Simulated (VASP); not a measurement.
# Rh: single point with LDA

Crystal: Rh.

```
Rh
1.0
     0.00000    1.90299    1.90299
     1.90299    0.00000    1.90299
     1.90299    1.90299    0.00000
Rh
1
Cartesian
  0.0000 0.0000 0.0000
```

```
Program             : VASP 6.6.1
Task                : single point
Functional          : LDA
Potentials or basis : VASP PAW LDA potentials, release 64 (Rh_pv)
Cutoff              : 520 eV
k mesh              : 9 × 9 × 9
Occupations         : fermi-dirac, width 0.05 eV
Spin                : no spin polarisation
```

The pressure is -11.0 GPa.

Levels at points of the mesh, in eV from the Fermi level:
| k point | band 6 | band 7 | band 8 | band 9 | band 10 | band 11 |
| --- | --- | --- | --- | --- | --- | --- |
| (0.00, 0.00, 0.00) | -3.03 | -3.03 | -0.93 | -0.93 | 16.04 | 20.39 |

Run time: 5.8 s on 1 thread of Intel Xeon 8259CL, on a shared host, peak memory 0.12 GiB.
